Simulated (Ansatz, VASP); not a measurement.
## PbSe in VASP and in Ansatz

INCAR

```
PREC = Accurate
ENCUT = 500
EDIFF = 1E-6
ISMEAR = 0
SIGMA = 0.01
LREAL = F
LASPH = T
NELM = 120
ALGO = Normal
ISIF = 2
LWAVE = F
LCHARG = F
GGA = PE
NBANDS = 28
GGA_COMPAT = F
```

The input KPOINTS:

```
Automatic mesh
0
Gamma
  6 6 2
```

Contents of POSCAR:

```
PbSe
1.0
    5.1741442664      0.0000000000      0.0000000000
   -2.5870721332      4.4809403775      0.0000000000
    0.0000000000      0.0000000000      6.2147757150
Pb Se
2 2
Direct
    0.3333333333      0.6666666667     -0.0648971074
    0.6666666667      0.3333333333      0.4351028926
    0.3333333333      0.6666666667      0.4398971074
    0.6666666667      0.3333333333      0.9398971074
```

Input for Ansatz:

```yaml
crystal:
  lattice:
    - [5.1741442664, 0.0, 0.0]
    - [-2.5870721332, 4.4809403775, 0.0]
    - [0.0, 0.0, 6.214775715]
  atoms:
    - { symbol: Pb, position: [0.3333333333, 0.6666666667, -0.0648971074] }
    - { symbol: Pb, position: [0.6666666667, 0.3333333333, 0.4351028926] }
    - { symbol: Se, position: [0.3333333333, 0.6666666667, 0.4398971074] }
    - { symbol: Se, position: [0.6666666667, 0.3333333333, 0.9398971074] }
kpoints:
  mp_grid: { grid: [6, 6, 2] }
hamiltonian:
  xc: pbe
scf:
  occupations: { method: fixed }
output:
  optics:
    e_range: [2, 20]
    de: 0.2
    sigma: 0.05
    scissors: 0.3
    scheme: fermi_dirac
    bands: scf
  write_density: true
  write_potential: true
  elf: true
  volumetric_format: npy
```

Alike in both runs: task single point; functional PBE; k mesh 6 × 6 × 2; no spin polarisation.

|  | VASP | Ansatz |
| --- | --- | --- |
| version | VASP 6.6.1 | Ansatz 0.2.0 |
| potentials or method | VASP PAW PBE potentials, release 64 (Pb_d, Se) | plane waves, PAW |
| plane-wave cutoff (eV) | 500 | 420 |
| occupations | gaussian, width 0.01 eV | fixed |
| valence electrons in the cell | 40 | 60 |

|  | VASP | Ansatz | Ansatz less VASP |
| --- | --- | --- | --- |
| gap on the k mesh at the Fermi level (eV) | 1.14 | 1.13 | -0.002 |

VASP's potentials hold 40 valence electrons a cell and Ansatz's 60, so a difference there can come from the potentials and not from the codes.

The k mesh is coarse, so the values compare programs but aren't converged. Neither program's run includes spin-orbit coupling.
